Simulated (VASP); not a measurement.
# Cd (Fm-3m) in VASP: further runs, part 2 of 3

VASP 6.6.1. The steps go on from the part before.

### 4 Relaxation of cell and atoms, LDA, target pressure 10 GPa, at which the enthalpy is minimised

This run uses another cell than the first one, of 21.59 Å³/atom.

Contents of INCAR:

```
PREC = Accurate
ENCUT = 500
EDIFF = 1E-7
ISMEAR = 0
SIGMA = 0.1
LREAL = False
LASPH = True
NELM = 120
ALGO = Normal
ISIF = 3
LWAVE = False
LCHARG = False
IBRION = 2
NSW = 60
EDIFFG = -0.03
PSTRESS = 100.0
GGA_COMPAT = False
NELMIN = 4
```

Contents of KPOINTS:

```
Automatic mesh
0
Gamma
  8 8 8
```

Contents of POSCAR:

```
Cd
1.0
    0.0000000000      2.2100000000      2.2100000000
    2.2100000000      0.0000000000      2.2100000000
    2.2100000000      2.2100000000      0.0000000000
Cd
1
Direct
    0.0000000000      0.0000000000      0.0000000000
```

Potentials or basis: VASP PAW LDA potentials, release 64 (Cd).

Run with:

```console
> cat potpaw_LDA.64/Cd/POTCAR > POTCAR
> mpirun -np 1 vasp_std > vasp.out
```

OUTCAR:

```text
PREC = Accurate
   ENCUT = 500
   EDIFF = 1E-7
   ISMEAR = 0
   LREAL = False
   LASPH = True
   NELM = 120
   ISIF = 3
   IBRION = 2
   NSW = 60
   EDIFFG = -0.03
   PSTRESS = 100.0
   NELMIN = 4

 ion  position               nearest neighbor table
   1  0.000  0.000  0.000-

  LATTYP: Found a face centered cubic cell.
 ALAT       =     4.4200000000

  Lattice vectors:

 A1 = (   0.0000000000,   2.2100000000,   2.2100000000)
 A2 = (   2.2100000000,   0.0000000000,   2.2100000000)
 A3 = (   2.2100000000,   2.2100000000,   0.0000000000)

Analysis of symmetry for initial positions (statically):
=====================================================================
 Subroutine PRICEL returns:
 Original cell was already a primitive cell.

 Routine SETGRP: Setting up the symmetry group for a
 face centered cubic supercell.

 Subroutine GETGRP returns: Found 48 space group operations
 (whereof 48 operations were pure point group operations)
 out of a pool of 48 trial point group operations.

The static configuration has the point symmetry O_h .

Analysis of symmetry for dynamics (positions and initial velocities):
=====================================================================
 Subroutine PRICEL returns:
 Original cell was already a primitive cell.

 Routine SETGRP: Setting up the symmetry group for a
 face centered cubic supercell.

 Subroutine GETGRP returns: Found 48 space group operations
 (whereof 48 operations were pure point group operations)
 out of a pool of 48 trial point group operations.

The dynamic configuration has the point symmetry O_h .

 Subroutine INISYM returns: Found 48 space group operations
 (whereof 48 operations are pure point group operations),
 and found     1 'primitive' translations

----------------------------------------------------------------------------------------

                                     Primitive cell

  volume of cell :      21.5877

  direct lattice vectors                    reciprocal lattice vectors
     0.000000000  2.210000000  2.210000000    -0.226244344  0.226244344  0.226244344
     2.210000000  0.000000000  2.210000000     0.226244344 -0.226244344  0.226244344
     2.210000000  2.210000000  0.000000000     0.226244344  0.226244344 -0.226244344

  length of vectors
     3.125411973  3.125411973  3.125411973     0.391866699  0.391866699  0.391866699

  position of ions in fractional coordinates (direct lattice)
     0.000000000  0.000000000  0.000000000

  ion indices of the primitive-cell ions
   primitive index   ion index
                 1           1

----------------------------------------------------------------------------------------

 KPOINTS: Automatic mesh

Automatic generation of k-mesh.
 Grid dimensions read from file:
 generate k-points for:    8    8    8

 Generating k-lattice:

  Cartesian coordinates                     Fractional coordinates (reciprocal lattice)
    -0.028280543  0.028280543  0.028280543     0.125000000  0.000000000  0.000000000
     0.028280543 -0.028280543  0.028280543     0.000000000  0.125000000  0.000000000
     0.028280543  0.028280543 -0.028280543     0.000000000  0.000000000  0.125000000

  Length of vectors
     0.048983337  0.048983337  0.048983337

  Shift w.r.t. Gamma in fractional coordinates (k-lattice)
     0.000000000  0.000000000  0.000000000

 Subroutine IBZKPT returns following result:
 ===========================================

 Found     29 irreducible k-points:

 Following reciprocal coordinates:
            Coordinates               Weight
  0.000000  0.000000  0.000000      1.000000
  0.125000  0.000000  0.000000      8.000000
  0.250000  0.000000  0.000000      8.000000
  0.375000  0.000000  0.000000      8.000000
  0.500000  0.000000  0.000000      4.000000
  0.125000  0.125000  0.000000      6.000000
[... 16 lines left out ...]
  0.500000  0.250000  0.125000     48.000000
 -0.375000  0.250000  0.125000     24.000000
 [... further k-points ...]
   k-points           NKPTS =     29   k-points in BZ     NKDIM =     29   number of bands    NBANDS=     10
   number of dos      NEDOS =    301   number of ions     NIONS =      1
   total plane-waves  NPLWV =  13824
   dimension x,y,z NGX =    24 NGY =   24 NGZ =   24
   dimension x,y,z NGXF=    48 NGYF=   48 NGZF=   48
   ions per type =               1
   NGX,Y,Z   is equivalent  to a cutoff of  12.77, 12.77, 12.77 a.u.
   NGXF,Y,Z  is equivalent  to a cutoff of  25.53, 25.53, 25.53 a.u.
 SYSTEM =  unknown system
   PREC   = accura    normal or accurate (medium, high low for compatibility)
   ISTART =      0    job   : 0-new  1-cont  2-samecut
   ICHARG =      2    charge: 1-file 2-atom 10-const
   ISPIN  =      1    spin polarized calculation?
   LNONCOLLINEAR =      F non collinear calculations
   LSORBIT =      F    spin-orbit coupling
   LASPH  =      T    aspherical Exc in radial PAW
   ENCUT  =  500.0 eV  36.75 Ry    6.06 a.u.   5.70  5.70  5.70*2*pi/ulx,y,z
   NELM   =    120;   NELMIN=  4; NELMDL= -5     # of ELM steps
   EDIFF  = 0.1E-06   stopping-criterion for ELM
   LREAL  =      F    real-space projection
   EDIFFG = -.3E-01   stopping-criterion for IOM
   NSW    =     60    number of steps for IOM
   IBRION =      2    ionic relax: 0-MD 1-quasi-New 2-CG
   NFREE  =      1    steps in history (QN), initial steepest desc. (CG)
   ISIF   =      3    stress and relaxation
   ISYM   =      2    0-nonsym 1-usesym 2-fastsym
   POTIM  = 0.5000    time-step for ionic-motion
   TEBEG  =    0.0;   TEEND  =   0.0 temperature during run
   PSTRESS=  100.0 pullay stress
   NELECT =      12.0000    total number of electrons
   NUPDOWN=      -1.0000    fix difference up-down
   EMIN   =  10.00;   EMAX   =-10.00  energy-range for DOS
   EFERMI =   0.00;   METHOD = LEGACY
   ISMEAR =     0;   SIGMA  =   0.10  broadening in eV -4-tet -1-fermi 0-gaus
   EFERMI_NEDOS =   21; number of points for ismear=-14 and -15
   IALGO  =     38    algorithm
   IMIX   =      4    mixing-type and parameters
     AMIX     =   0.40;   BMIX     =  1.00
     AMIX_MAG =   1.60;   BMIX_MAG =  1.00
  volume/ion in A,a.u.               =      21.59       145.68
  Fermi-wavevector in a.u.,A,eV,Ry     =   1.346066  2.543696 24.652305  1.811893
  Thomas-Fermi vector in A             =   2.473928
   LORBIT       =      0    0 simple, 1 ext, 2 COOP (PROOUT), +10 PAW based schemes
   GGA     = CA    functional components
   LHFCALC =     F    Hartree Fock is set to
   AEXX    =    0.0000 exact exchange contribution
   IVDW    =     0    specifies the selected vdW correction
   LEPSILON=     F    determine dielectric tensor
   LRPA    =     F    only Hartree local field effects (RPA)
 conjugate gradient relaxation of ions
 non-spin polarized calculation
 Gauss-broadening in eV      SIGMA  =   0.10
  energy-cutoff  :      500.00
  volume of cell :       21.59
 maximum number of plane-waves:       568
   NGX = 11   NGY = 11   NGZ = 11

--------------------------------------- Ionic step        1  -------------------------------------------

 number of electron      12.0000005 magnetization

 Free energy of the ion-electron system (eV)
  ---------------------------------------------------
  ext. energy  EPLUGINS =         0.00000000
  ---------------------------------------------------
  free energy    TOTEN  =        -1.48033503 eV

  energy without entropy =       -1.47687408  energy(sigma->0) =       -1.47860456

------------------------ aborting loop because EDIFF is reached ----------------------------------------

  FORCE on cell =-STRESS in cart. coord.  units (eV):
  Direction    XX          YY          ZZ          XY          YZ          ZX
  --------------------------------------------------------------------------------------
  -------------------------------------------------------------------------------------
  Total       -0.5135921     -0.5135921     -0.5135921     -0.0000000      0.0000000      0.0000000
  in kB      -38.1172951    -38.1172951    -38.1172951     -0.0000000      0.0000000      0.0000000
  external PRESSURE =    -138.1172951 kB  Pullay stress =     100.0000000 kB
[... 98 lines left out ...]
--------------------------------------- Ionic step        4  -------------------------------------------

 number of electron      12.0000001 magnetization

 Free energy of the ion-electron system (eV)
  ---------------------------------------------------
  ext. energy  EPLUGINS =         0.00000000
  ---------------------------------------------------
  free energy    TOTEN  =        -1.43608613 eV

  energy without entropy =       -1.43268095  energy(sigma->0) =       -1.43438354

 E-fermi :   3.8895     XC(G=0): -12.3835

 val. band max:        3.8748415918   @ k =  -0.3750   0.5000   0.1250
 cond. band min:       4.1227197049   @ k =   0.5000   0.1250   0.0000
 fundamental gap:      0.2478781132
 Fermi energy:         3.8895248073

 k-point     1 :       0.0000    0.0000    0.0000
  band No.  band energies     occupation
      1      -6.2167      2.00000
      2      -5.5491      2.00000
      3      -5.5491      2.00000
      4      -5.5491      2.00000
      5      -4.8532      2.00000
      6      -4.8532      2.00000
      7      18.7858      0.00000
      8      20.9617      0.00000
      9      20.9617      0.00000
     10      20.9617      0.00000
[... 287 lines left out ...]
 k-point    24 :      -0.3750    0.2500    0.1250
  band No.  band energies     occupation
      1      -5.9826      2.00000
      2      -5.7671      2.00000
      3      -5.0968      2.00000
      4      -5.0445      2.00000
      5      -4.3418      2.00000
      6       2.9775      2.00000
      7       3.8281      1.61482
      8      12.5801      0.00000
      9      13.1271      0.00000
     10      19.8482      0.00000

 [... further k-points ...]
[... 5 lines left out ...]
  --------------------------------------------------------------------------------------
  -------------------------------------------------------------------------------------
  Total        1.1358599      1.1358599      1.1358599      0.0000000      0.0000000      0.0000000
  in kB      101.1044943    101.1044943    101.1044943      0.0000000      0.0000000      0.0000000
  external PRESSURE =       1.1044943 kB  Pullay stress =     100.0000000 kB
[... 20 lines left out ...]
  energy  without entropy=       -1.4326809454  energy(sigma->0) =       -1.43438354

  enthalpy is  TOTEN    =        -0.3126346855 eV   P V=        1.1234514395

 reached required accuracy - stopping structural energy minimisation
```

It took 4.8 s on 1 thread of Intel Xeon 6975P-C (Granite Rapids), shared host; peak memory 0.14 GiB.

Results:

```yaml
Free_energy: -1.4361 eV
Relaxed_volume: 18.00 Å³/atom
Relaxed_cell: a = 2.942 Å, b = 2.942 Å, c = 2.942 Å, α = 60.00°, β = 60.00°, γ = 60.00°
Space_group_after_relaxing_to_0.1_Å: Fm-3m (No. 225)
Energy_change_on_relaxing_the_run_minimises_the_enthalpy: +44.2 meV/atom
Ionic_steps: 4
Pressure_after_relaxing: 10.1 GPa
Band_gap_on_the_k_mesh: zero (bands 6 and 7 overlap by 3.20 eV)
```

Step by step:
| step | energy change (eV) | largest force (eV/Å) | pressure (GPa) | volume (Å³) |
| --- | --- | --- | --- | --- |
| 1 | 0.0000 | 0.0000 | -3.81 | 21.59 |
| 2 | 0.2255 | 0.0000 | 25.62 | 16.28 |
| 3 | 0.0402 | 0.0000 | 9.72 | 18.07 |
| 4 | 0.0442 | 0.0000 | 10.11 | 18.00 |

Final structure:
```cif
data_structure
_symmetry_space_group_name_H-M 'P 1'
_symmetry_Int_Tables_number 1
_cell_length_a 2.9417
_cell_length_b 2.9417
_cell_length_c 2.9417
_cell_angle_alpha 60.000
_cell_angle_beta 60.000
_cell_angle_gamma 60.000
_cell_volume 18.00
loop_
_atom_site_label
_atom_site_type_symbol
_atom_site_fract_x
_atom_site_fract_y
_atom_site_fract_z
_atom_site_occupancy
Cd1 Cd 0.00000 0.00000 0.00000 1
```

Caveat: the cell is relaxed towards a set pressure, so the run minimises the enthalpy, not the energy; the volume moved by over 15 % at a fixed basis, so the end points are rough.

(Continued in part 3 of 3.)
